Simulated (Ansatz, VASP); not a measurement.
Si3C in VASP and in Ansatz

File INCAR:

```
ALGO = Normal
EDIFF = 1E-7
EDIFFG = -0.01
ENCUT = 600
GGA = PE
IBRION = 2
ISIF = 3
ISMEAR = 0
LASPH = True
LCHARG = False
LREAL = False
LWAVE = False
NELM = 60
NSW = 100
PREC = Accurate
SIGMA = 0.1
```

Contents of KPOINTS:

```
k-points
0
Gamma
  16 16 8
```

POSCAR

```
Si3C
1.0
    2.7893936113      0.0000000000      0.0000000000
    0.0000000000      2.7893936113      0.0000000000
    0.0000000000      0.0000000000      5.9748257797
Si C
3 1
Direct
    0.0000000000      0.0000000000      0.6968288951
    0.5000000000      0.5000000000      0.0000000000
    0.0000000000      0.0000000000      0.3031711049
    0.5000000000      0.5000000000      0.5000000000
```

Input for Ansatz:

```yaml
crystal:
  lattice:
    - [2.7893936113, 0.0, 0.0]
    - [0.0, 2.7893936113, 0.0]
    - [0.0, 0.0, 5.9748257797]
  atoms:
    - { symbol: Si, position: [0.0, 0.0, 0.6968288951] }
    - { symbol: Si, position: [0.5, 0.5, 0.0] }
    - { symbol: Si, position: [0.0, 0.0, 0.3031711049] }
    - { symbol: C, position: [0.5, 0.5, 0.5] }
basis:
  ecutwfc: 420
kpoints:
  mp_grid: { grid: [16, 16, 8] }
hamiltonian:
  xc: pbe
scf:
  occupations: { method: gaussian, width: 0.1 }
output:
  forces: true
  stress: true
  eigenvalues: true
  write_density: true
  write_potential: true
  elf: true
  volumetric_format: npy
relax:
  adjacent_minimum: "off"
  f_tol: 0.01
  max_steps: 80
  cell: { stress_tol: 0.05 }
```

Alike in both runs: task relaxation of cell and atoms; functional PBE; k mesh 16 × 16 × 8; occupations gaussian, width 0.1 eV; no spin polarisation.

```csv
,VASP,Ansatz
version,VASP 6.6.1,Ansatz 0.2.0
potentials or method,"VASP PAW PBE potentials, release 64 (Si, C), cutoff 600 eV","scalar-relativistic, plane waves, PAW"
valence electrons in the cell,16,16
```

VASP gave:

| Quantity | Value |
| --- | --- |
| gap on the k mesh at the Fermi level, each at its own relaxed structure (eV) | none |
| relaxed volume (Å³/atom) | 11.61 |
| relaxed length of the cell vector where the two differ most in proportion (Å) | 6.160 |

Problem. What did Ansatz give for the same quantities?

Solution. gap on the k mesh at the Fermi level, each at its own relaxed structure (eV): none; relaxed volume (Å³/atom): 11.62; relaxed length of the cell vector where the two differ most in proportion (Å): 6.163.

A gap of «none» marks a metal or a gap that the smearing closes.

Noted on VASP's run: too few bands were computed for a metal, which touches its energy and stress.
